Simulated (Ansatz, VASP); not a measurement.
# One calculation of SiNi, two programs

```
Si Ni
1.0
     4.46800    0.00000    0.00000
     0.00000    4.46800    0.00000
     0.00000    0.00000    4.46800
Si Ni
4 4
Direct
  0.65353 0.15353 0.34647
  0.15353 0.34647 0.65353
  0.34647 0.65353 0.15353
  0.84647 0.84647 0.84647
  0.35096 0.85096 0.64904
  0.85096 0.64904 0.35096
  0.64904 0.35096 0.85096
  0.14904 0.14904 0.14904
```

Alike in both runs: functional PBEsol; k mesh 8 × 8 × 8; occupations gaussian, width 0.1 eV; no spin polarisation.

Ansatz relaxed the structure, and its values are those at the end. VASP's run is a single point on that final structure, the one shown.

|  | VASP | Ansatz |
| --- | --- | --- |
| version | VASP 6.6.1 | Ansatz 0.2.0 |
| potentials or method | VASP PAW PBE potentials, release 64 (Si, Ni), cutoff 520 eV | scalar-relativistic, plane waves, PAW |
| valence electrons in the cell | 56 | 88 |

VASP gave:

| Item | Value |
| --- | --- |
| gap on the k mesh at the Fermi level (eV) | none |
| pressure (GPa) | 0.2 |

Q: What did Ansatz give for the same quantities?

A: gap on the k mesh at the Fermi level (eV): none; pressure (GPa): 0.0.

VASP's potentials were made for PBE, not for PBEsol. A gap of «none» marks a metal or a gap that the smearing closes. VASP's potentials hold 56 valence electrons a cell and Ansatz's 88, so a difference there can come from the potentials and not from the codes.
